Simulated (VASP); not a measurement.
Write the native input for VASP 6.6.1 that does the following.

- Task: single point
- Functional: PBEsol
- Potentials or basis: VASP PAW PBE potentials, release 64 (Fe)
- Cutoff: 520 eV
- k mesh: 11 × 11 × 11
- Occupations: fermi-dirac, width 0.05 eV
- Spin: collinear spin, ferromagnetic start
- Starting moments: [3.5] μB
- Dipole correction: no
- Further INCAR settings: ALGO = Normal; EDIFF = 1e-06; NBANDS = 14

The structure of Fe lies in POSCAR:

```
Fe
1.0
   -1.3977792384      1.3977792384      1.3977792384
    1.3977792384     -1.3977792384      1.3977792384
    1.3977792384      1.3977792384     -1.3977792384
Fe
1
Direct
    0.0000000000      0.0000000000      0.0000000000
```

One way to write it, as run:

INCAR

```
PREC     = Accurate       # precision mode
ENCUT    = 520            # plane-wave cutoff, eV
EDIFF    = 1E-6           # SCF threshold, eV
ISMEAR   = -1             # smearing method
SIGMA    = 0.05           # smearing width, eV
LREAL    = F              # projectors in reciprocal space
LASPH    = T              # aspherical terms in the spheres
NELM     = 150            # most SCF steps
ALGO     = Normal         # electronic algorithm
ISIF     = 2              # what is computed and relaxed
LWAVE    = F              # write WAVECAR
LCHARG   = F              # write CHGCAR
ISPIN    = 2              # spin polarisation
MAGMOM   = 3.5            # initial moments
LORBIT   = 11             # projections on sites
LMAXMIX  = 4              # l up to which the mixer works
GGA      = PS             # functional
NBANDS   = 14             # bands
```

KPOINTS

```
regular mesh
0
Gamma
  11 11 11
```

Potentials or basis: VASP PAW PBE potentials, release 64 (Fe).

Launch:

```sh
$ cat potpaw_PBE.64/Fe/POTCAR > POTCAR
$ mpirun -np 1 vasp_std > vasp.out
```

It gave:

* Pressure: 0.0 GPa
* Net moment: 2.21 μB per cell
* Site moments: Fe +2.20 μB
* Valence electrons inside the program's atomic spheres: Fe 7.36

Caveat: the PAW data sets were made with another functional, which shifts forces and pressure a little.

It took 18 s on 1 thread of Intel Xeon 8259CL, with other jobs on the host, peak memory 0.13 GiB.
